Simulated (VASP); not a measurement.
# Ba (Fm-3m) in VASP: notebook, part 2 of 2

VASP 6.6.1.

## (4) Single point, LDA (57.99 Å³/atom)

This run uses another cell than the first one, of 57.99 Å³/atom.

Contents of INCAR:

```
SYSTEM = Ba
  PREC = Accurate
  ENCUT = 520
  EDIFF = 1E-6
  ISMEAR = -1
  SIGMA = 0.1
  LREAL = .False.
  LASPH = .True.
  NELM = 100
  ALGO = Normal
  ISIF = 2
  LWAVE = .False.
  LCHARG = .False.
  GGA = CA
  NBANDS = 11
```

Contents of KPOINTS:

```
Automatic mesh
0
Gamma
  10 10 10
  0 0 0
```

Contents of POSCAR:

```
Ba
1.0
    0.0000000000      3.0721533066      3.0721533066
    3.0721533066      0.0000000000      3.0721533066
    3.0721533066      3.0721533066      0.0000000000
Ba
1
Direct
    0.0000000000      0.0000000000      0.0000000000
```

Potentials or basis: VASP PAW LDA potentials, release 64 (Ba_sv).

On the command line:

```bash
cat potpaw_LDA.64/Ba_sv/POTCAR > POTCAR
mpirun -np 1 vasp_std > vasp.out
```

OUTCAR:

```text
SYSTEM = Ba
   PREC = Accurate
   ENCUT = 520
   EDIFF = 1E-6
   ISMEAR = -1
   LREAL = .False.
   LASPH = .True.
   NELM = 100
   ISIF = 2
   GGA = CA

 ion  position               nearest neighbor table
   1  0.000  0.000  0.000-

  LATTYP: Found a face centered cubic cell.
 ALAT       =     6.1443066132

  Lattice vectors:

 A1 = (   0.0000000000,   3.0721533066,   3.0721533066)
 A2 = (   3.0721533066,   0.0000000000,   3.0721533066)
 A3 = (   3.0721533066,   3.0721533066,   0.0000000000)

Analysis of symmetry for initial positions (statically):
=====================================================================
 Subroutine PRICEL returns:
 Original cell was already a primitive cell.

 Routine SETGRP: Setting up the symmetry group for a
 face centered cubic supercell.

 Subroutine GETGRP returns: Found 48 space group operations
 (whereof 48 operations were pure point group operations)
 out of a pool of 48 trial point group operations.

The static configuration has the point symmetry O_h .

Analysis of symmetry for dynamics (positions and initial velocities):
=====================================================================
 Subroutine PRICEL returns:
 Original cell was already a primitive cell.

 Routine SETGRP: Setting up the symmetry group for a
 face centered cubic supercell.

 Subroutine GETGRP returns: Found 48 space group operations
 (whereof 48 operations were pure point group operations)
 out of a pool of 48 trial point group operations.

The dynamic configuration has the point symmetry O_h .

 Subroutine INISYM returns: Found 48 space group operations
 (whereof 48 operations are pure point group operations),
 and found     1 'primitive' translations

----------------------------------------------------------------------------------------

                                     Primitive cell
[... 112 lines left out ...]
  Thomas-Fermi vector in A             =   2.035471
   LORBIT       =      0    0 simple, 1 ext, 2 COOP (PROOUT), +10 PAW based schemes
   GGA     = CA    functional components
   LHFCALC =     F    Hartree Fock is set to
   AEXX    =    0.0000 exact exchange contribution
   IVDW    =     0    specifies the selected vdW correction
   LEPSILON=     F    determine dielectric tensor
   LRPA    =     F    only Hartree local field effects (RPA)
 non-spin polarized calculation
  energy-cutoff  :      520.00
  volume of cell :       57.99
 maximum number of plane-waves:      1588
   NGX = 17   NGY = 17   NGZ = 17

 number of electron      10.0000000 magnetization

 Free energy of the ion-electron system (eV)
  ---------------------------------------------------
  ext. energy  EPLUGINS =         0.00000000
  ---------------------------------------------------
  free energy    TOTEN  =        -2.25512819 eV

  energy without entropy =       -2.19900052  energy(sigma->0) =       -2.22706436

 E-fermi :   1.7378     XC(G=0):  -7.8853

 val. band max:        1.7337975252   @ k =  -0.3000   0.3000   0.1000
 cond. band min:       1.7430915341   @ k =  -0.3000   0.3000   0.0000
 fundamental gap:      0.0092940089
 Fermi energy:         1.7378461783

 k-point     1 :       0.0000    0.0000    0.0000
  band No.  band energies     occupation
      1     -26.9458      2.00000
      2     -11.8579      2.00000
      3     -11.8579      2.00000
      4     -11.8579      2.00000
      5      -1.0818      2.00000
      6       3.5501      0.00000
      7       3.5501      0.00000
      8       3.5501      0.00000
      9       5.2727      0.00000
     10       5.2727      0.00000
     11       7.9785      0.00000
[... 309 lines left out ...]
 k-point    24 :       0.4000    0.3000    0.0000
  band No.  band energies     occupation
      1     -26.8831      2.00000
      2     -12.3272      2.00000
      3     -12.0466      2.00000
      4     -12.0262      2.00000
      5       0.9359      1.99934
      6       1.8290      0.57327
      7       3.2239      0.00000
      8       5.1166      0.00000
      9       5.6869      0.00000
     10       6.5141      0.00000
     11       9.2000      0.00000

 [... further k-points ...]

------------------------ aborting loop because EDIFF is reached ----------------------------------------

  FORCE on cell =-STRESS in cart. coord.  units (eV):
  Direction    XX          YY          ZZ          XY          YZ          ZX
  --------------------------------------------------------------------------------------
  -------------------------------------------------------------------------------------
  Total       -0.2114868     -0.2114868     -0.2114868      0.0000000      0.0000000     -0.0000000
  in kB       -5.8429897     -5.8429897     -5.8429897      0.0000000      0.0000000     -0.0000000
  external PRESSURE =      -5.8429897 kB  Pullay stress =       0.0000000 kB

 VOLUME and BASIS-vectors are now :
 -----------------------------------------------------------------------------
  energy-cutoff  :      520.00
  volume of cell :       57.99
      direct lattice vectors                 reciprocal lattice vectors
     0.000000000  3.072153307  3.072153307    -0.162752295  0.162752295  0.162752295
     3.072153307  0.000000000  3.072153307     0.162752295 -0.162752295  0.162752295
     3.072153307  3.072153307  0.000000000     0.162752295  0.162752295 -0.162752295

 POSITION                                       TOTAL-FORCE (eV/Angst)
 -----------------------------------------------------------------------------------
      0.00000      0.00000      0.00000         0.000000      0.000000      0.000000
 -----------------------------------------------------------------------------------
    total drift:                                0.000000      0.000000      0.000000

  FREE ENERGIE OF THE ION-ELECTRON SYSTEM (eV)
  ---------------------------------------------------
  free  energy   TOTEN  =        -2.2551281919 eV

  energy  without entropy=       -2.1990005196  energy(sigma->0) =       -2.22706436
```

Wall time 24 s (1 thread of Intel Xeon Platinum 8259CL at 2.50GHz (Skylake/Cascade Lake), shared host); peak memory 0.16 GiB.

What came out:

```yaml
Free_energy: -2.2551 eV
Pressure: -0.6 GPa
Band_gap_on_the_k_mesh: zero (bands 5 and 6 overlap by 0.29 eV)
```

Caveat: spin-orbit coupling is left out, which moves the levels of the heavy elements.

## (5) Single point, LDA (60.14 Å³/atom)

This run uses another cell than the first one, of 60.14 Å³/atom.

Contents of INCAR:

```
SYSTEM = Ba
PREC     = Accurate       ! precision mode
ENCUT    = 520            ! plane-wave cutoff, eV
EDIFF    = 1E-6           ! SCF threshold, eV
ISMEAR   = -1             ! smearing method
SIGMA    = 0.1            ! smearing width, eV
LREAL    = .FALSE.        ! projectors in reciprocal space
LASPH    = .TRUE.         ! aspherical terms in the spheres
NELM     = 60             ! most SCF steps
ALGO     = Normal         ! electronic algorithm
ISIF     = 2              ! what is computed and relaxed
LWAVE    = .FALSE.        ! write WAVECAR
LCHARG   = .FALSE.        ! write CHGCAR
GGA      = CA             ! functional
NBANDS   = 11             ! bands
```

Contents of KPOINTS:

```
Automatic mesh
0
G
  10 10 10
  0 0 0
```

Contents of POSCAR:

```
Ba
1.0
    0.0000000000      3.1096222836      3.1096222836
    3.1096222836      0.0000000000      3.1096222836
    3.1096222836      3.1096222836      0.0000000000
Ba
1
Direct
    0.0000000000      0.0000000000      0.0000000000
```

On the command line:

```bash
cat potpaw_LDA.64/Ba_sv/POTCAR > POTCAR
mpirun -np 1 vasp_std > vasp.out
```

It took 38 s on 1 thread of Intel Xeon Platinum 8259CL at 2.50GHz (Skylake/Cascade Lake), shared host; peak memory 0.18 GiB.

It converged, with:

| Item | Value |
| --- | --- |
| Free energy | -2.2454 eV |
| Pressure | -0.8 GPa |
| Band gap on the k mesh | zero (bands 5 and 6 overlap by 0.26 eV) |

Levels at points of the mesh, in eV from the Fermi level:
| k point | band 2 | band 3 | band 4 | band 5 | band 6 | band 7 | band 8 | band 9 |
| --- | --- | --- | --- | --- | --- | --- | --- | --- |
| (0.00, 0.00, 0.00) | -13.68 | -13.68 | -13.68 | -2.81 | 1.77 | 1.77 | 1.77 | 3.42 |
| (0.50, 0.00, 0.00) | -14.23 | -13.75 | -13.75 | -1.00 | 1.27 | 1.63 | 1.63 | 4.71 |
| (0.50, 0.50, 0.00) | -14.19 | -13.88 | -13.88 | -0.87 | -0.24 | 2.31 | 4.72 | 5.10 |

Caveat: spin-orbit coupling is left out, which moves the levels of the heavy elements.

## (6) The runs side by side

```tsv
cell	gap on the mesh (eV)	pressure (GPa)
a = 4.235 Å, angles 60.0°, 1 atom	none	0.1
a = 4.290 Å, angles 60.0°, 1 atom	none	-0.3
a = 4.345 Å, angles 60.0°, 1 atom	none	-0.6
a = 4.398 Å, angles 60.0°, 1 atom	none	-0.8
```

Alike in all rows: task single point; level LDA; potentials or basis VASP PAW LDA potentials, release 64 (Ba_sv); no spin polarisation; k mesh 10 × 10 × 10; cutoff (eV) 520; smearing fermi-dirac 0.1 eV.

Caveats: spin-orbit coupling is left out, which moves the levels of the heavy elements.

Absolute energies hang on the potentials; compare differences alone.

The gap in the log of VASP goes by the Fermi energy; the results here count the filled bands.